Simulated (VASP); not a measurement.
# Sr (Fd-3m) in VASP: single point with PBE

Aim: the single point of Sr with PBE.

Program: VASP 6.6.1. These are calculated values, not measurements. Logs are shortened: lines on timing, memory, paths and dates and some standing lists are left out, and cuts for length are marked.

## Step 1: The cell of the first run

It takes space group Fd-3m (No. 227, cubic). The conventional cell has a = 9.586 Å, b = 9.586 Å, c = 9.586 Å, α = 90.00°, β = 90.00°, γ = 90.00°. Within 5.4 Å of Sr (site symmetry -43m) lie 4 Sr at 4.15 Å.

This isn't the form of Sr at room conditions, which is fcc.

## Step 2: Single point, PBE

Contents of INCAR:

```
SYSTEM = Sr
ALGO     = Normal         ! electronic algorithm
EDIFF    = 1E-6           ! SCF threshold, eV
ENCUT    = 520            ! plane-wave cutoff, eV
GGA      = PE             ! functional
ISIF     = 2              ! what is computed and relaxed
ISMEAR   = -1             ! smearing method
LASPH    = .True.         ! aspherical terms in the spheres
LCHARG   = .False.        ! write CHGCAR
LREAL    = .False.        ! projectors in reciprocal space
LWAVE    = .False.        ! write WAVECAR
NBANDS   = 17             ! bands
NELM     = 100            ! most SCF steps
PREC     = Accurate       ! precision mode
SIGMA    = 0.13605693000000002 ! smearing width, eV
```

Contents of KPOINTS:

```
k-points
0
Gamma
  8 8 8
  0 0 0
```

Contents of POSCAR:

```
Sr
1.0
    0.0000000000      4.7929874452      4.7929874452
    4.7929874452      0.0000000000      4.7929874452
    4.7929874452      4.7929874452      0.0000000000
Sr
2
Direct
    0.0000000000      0.0000000000      0.0000000000
    0.2500000000      0.2500000000      0.2500000000
```

Potentials or basis: VASP PAW PBE potentials, release 64 (Sr_sv).

Started as:

```console
$ cat potpaw_PBE.64/Sr_sv/POTCAR > POTCAR
$ mpirun -np 1 vasp_std > vasp.out
```

OUTCAR:

```text
SYSTEM = Sr
   EDIFF = 1E-6
   ENCUT = 520
   GGA = PE
   ISIF = 2
   ISMEAR = -1
   LASPH = .True.
   LREAL = .False.
   NELM = 100
   PREC = Accurate

 ion  position               nearest neighbor table
   1  0.000  0.000  0.000-   2 4.15   2 4.15   2 4.15   2 4.15
   2  0.250  0.250  0.250-   1 4.15   1 4.15   1 4.15   1 4.15

  LATTYP: Found a face centered cubic cell.
 ALAT       =     9.5859748904

  Lattice vectors:

 A1 = (   0.0000000000,   4.7929874452,   4.7929874452)
 A2 = (   4.7929874452,   0.0000000000,   4.7929874452)
 A3 = (   4.7929874452,   4.7929874452,   0.0000000000)

Analysis of symmetry for initial positions (statically):
=====================================================================
 Subroutine PRICEL returns:
 Original cell was already a primitive cell.

 Routine SETGRP: Setting up the symmetry group for a
 face centered cubic supercell.

 Subroutine GETGRP returns: Found 48 space group operations
 (whereof 24 operations were pure point group operations)
 out of a pool of 48 trial point group operations.

The static configuration has the point symmetry T_d .
 The point group associated with its full space group is O_h .

Analysis of symmetry for dynamics (positions and initial velocities):
=====================================================================
 Subroutine PRICEL returns:
 Original cell was already a primitive cell.

 Routine SETGRP: Setting up the symmetry group for a
 face centered cubic supercell.

 Subroutine GETGRP returns: Found 48 space group operations
 (whereof 24 operations were pure point group operations)
 out of a pool of 48 trial point group operations.

The dynamic configuration has the point symmetry T_d .
 The point group associated with its full space group is O_h .

 Subroutine INISYM returns: Found 48 space group operations
 (whereof 24 operations are pure point group operations),
 and found     1 'primitive' translations

----------------------------------------------------------------------------------------

                                     Primitive cell

  volume of cell :     220.2160

  direct lattice vectors                    reciprocal lattice vectors
     0.000000000  4.792987445  4.792987445    -0.104319072  0.104319072  0.104319072
     4.792987445  0.000000000  4.792987445     0.104319072 -0.104319072  0.104319072
[... 82 lines left out ...]
   LASPH  =      T    aspherical Exc in radial PAW
   ENCUT  =  520.0 eV  38.22 Ry    6.18 a.u.  12.60 12.60 12.60*2*pi/ulx,y,z
   NELM   =    100;   NELMIN=  2; NELMDL= -5     # of ELM steps
   EDIFF  = 0.1E-05   stopping-criterion for ELM
   LREAL  =      F    real-space projection
   EDIFFG = 0.1E-04   stopping-criterion for IOM
   NSW    =      0    number of steps for IOM
   IBRION =     -1    ionic relax: 0-MD 1-quasi-New 2-CG
   NFREE  =      0    steps in history (QN), initial steepest desc. (CG)
   ISIF   =      2    stress and relaxation
   ISYM   =      2    0-nonsym 1-usesym 2-fastsym
   POTIM  = 0.5000    time-step for ionic-motion
   TEBEG  =    0.0;   TEEND  =   0.0 temperature during run
   PSTRESS=    0.0 pullay stress
   NELECT =      20.0000    total number of electrons
   NUPDOWN=      -1.0000    fix difference up-down
   EMIN   =  10.00;   EMAX   =-10.00  energy-range for DOS
   EFERMI =   0.00;   METHOD = LEGACY
   ISMEAR =    -1;   SIGMA  =   0.14  broadening in eV -4-tet -1-fermi 0-gaus
   EFERMI_NEDOS =   21; number of points for ismear=-14 and -15
   IALGO  =     38    algorithm
   IMIX   =      4    mixing-type and parameters
     AMIX     =   0.40;   BMIX     =  1.00
     AMIX_MAG =   1.60;   BMIX_MAG =  1.00
  volume/ion in A,a.u.               =     110.11       743.05
  Fermi-wavevector in a.u.,A,eV,Ry     =   0.735871  1.390595  7.367644  0.541507
  Thomas-Fermi vector in A             =   1.829173
   LORBIT       =      0    0 simple, 1 ext, 2 COOP (PROOUT), +10 PAW based schemes
   GGA     = PE    functional components
   LHFCALC =     F    Hartree Fock is set to
   AEXX    =    0.0000 exact exchange contribution
   IVDW    =     0    specifies the selected vdW correction
   LEPSILON=     F    determine dielectric tensor
   LRPA    =     F    only Hartree local field effects (RPA)
 non-spin polarized calculation
  energy-cutoff  :      520.00
  volume of cell :      220.22
 maximum number of plane-waves:      5961
   NGX = 25   NGY = 25   NGZ = 25

 number of electron      20.0000000 magnetization

 Free energy of the ion-electron system (eV)
  ---------------------------------------------------
  ext. energy  EPLUGINS =         0.00000000
  ---------------------------------------------------
  free energy    TOTEN  =        -1.46632570 eV

  energy without entropy =       -1.26290412  energy(sigma->0) =       -1.36461491

 E-fermi :  -0.3406     XC(G=0):  -5.3208

 val. band max:       -0.3631716408   @ k =  -0.2500   0.1250   0.0000
 cond. band min:      -0.3165315449   @ k =  -0.2500   0.3750   0.1250
 fundamental gap:      0.0466400959
 Fermi energy:        -0.3405883255

 k-point     1 :       0.0000    0.0000    0.0000
  band No.  band energies     occupation
      1     -37.9388      2.00000
      2     -37.9258      2.00000
      3     -19.9169      2.00000
      4     -19.9169      2.00000
      5     -19.9169      2.00000
      6     -19.8478      2.00000
[... 457 lines left out ...]
      4     -19.9255      2.00000
      5     -19.9007      2.00000
      6     -19.8647      2.00000
[... 9 lines left out ...]
     16       1.3447      0.00001
     17       1.6135      0.00000

 [... further k-points ...]

------------------------ aborting loop because EDIFF is reached ----------------------------------------

  FORCE on cell =-STRESS in cart. coord.  units (eV):
  Direction    XX          YY          ZZ          XY          YZ          ZX
  --------------------------------------------------------------------------------------
  -------------------------------------------------------------------------------------
  Total       -0.0039953     -0.0039953     -0.0039953      0.0000000      0.0000000     -0.0000000
  in kB       -0.0290679     -0.0290679     -0.0290679      0.0000000      0.0000000     -0.0000000
  external PRESSURE =      -0.0290679 kB  Pullay stress =       0.0000000 kB

 VOLUME and BASIS-vectors are now :
 -----------------------------------------------------------------------------
  energy-cutoff  :      520.00
  volume of cell :      220.22
      direct lattice vectors                 reciprocal lattice vectors
     0.000000000  4.792987445  4.792987445    -0.104319072  0.104319072  0.104319072
     4.792987445  0.000000000  4.792987445     0.104319072 -0.104319072  0.104319072
     4.792987445  4.792987445  0.000000000     0.104319072  0.104319072 -0.104319072

 POSITION                                       TOTAL-FORCE (eV/Angst)
 -----------------------------------------------------------------------------------
      0.00000      0.00000      0.00000        -0.000000     -0.000000     -0.000000
      2.39649      2.39649      2.39649         0.000000      0.000000      0.000000
 -----------------------------------------------------------------------------------
    total drift:                               -0.000000      0.000000      0.000000

  FREE ENERGIE OF THE ION-ELECTRON SYSTEM (eV)
  ---------------------------------------------------
  free  energy   TOTEN  =        -1.4663257028 eV

  energy  without entropy=       -1.2629041177  energy(sigma->0) =       -1.36461491
```

OSZICAR:

```text
N       E                     dE             d eps       ncg     rms          rms(c)
DAV:   1     0.107332230009E+03    0.10733E+03   -0.82566E+03  1042   0.904E+02
DAV:   2     0.715834595268E+01   -0.10017E+03   -0.98840E+02  1285   0.202E+02
DAV:   3    -0.118053337467E+01   -0.83389E+01   -0.82979E+01  1775   0.418E+01
DAV:   4    -0.142466782335E+01   -0.24413E+00   -0.24266E+00  1323   0.664E+00
DAV:   5    -0.143634849163E+01   -0.11681E-01   -0.11669E-01  1546   0.102E+00    0.111E+01
DAV:   6    -0.145111619586E+01   -0.14768E-01   -0.12848E-02  1354   0.898E-01    0.627E+00
DAV:   7    -0.146459795690E+01   -0.13482E-01   -0.19821E-02  1086   0.112E+00    0.306E-01
DAV:   8    -0.146604248181E+01   -0.14445E-02   -0.28080E-03  1599   0.247E-01    0.676E-02
DAV:   9    -0.146617750316E+01   -0.13502E-03   -0.11228E-04  1410   0.469E-02    0.282E-02
DAV:  10    -0.146632379173E+01   -0.14629E-03   -0.21025E-04  1054   0.480E-02    0.925E-03
DAV:  11    -0.146632486913E+01   -0.10774E-05   -0.77059E-06  1204   0.771E-03    0.400E-03
DAV:  12    -0.146632570279E+01   -0.83365E-06   -0.37512E-06   858   0.533E-03
   1 F= -.14663257E+01 E0= -.13646149E+01  d E =-.203422E+00
```

Wall time 79 s (1 thread of Intel Xeon Platinum 8488C (Sapphire Rapids), shared host); peak memory 0.37 GiB.

Results:

| Property | Result |
| --- | --- |
| Free energy | -1.4663 eV |
| Pressure | 0.0 GPa |
| Band gap on the k mesh | zero (bands 10 and 11 overlap by 0.72 eV) |
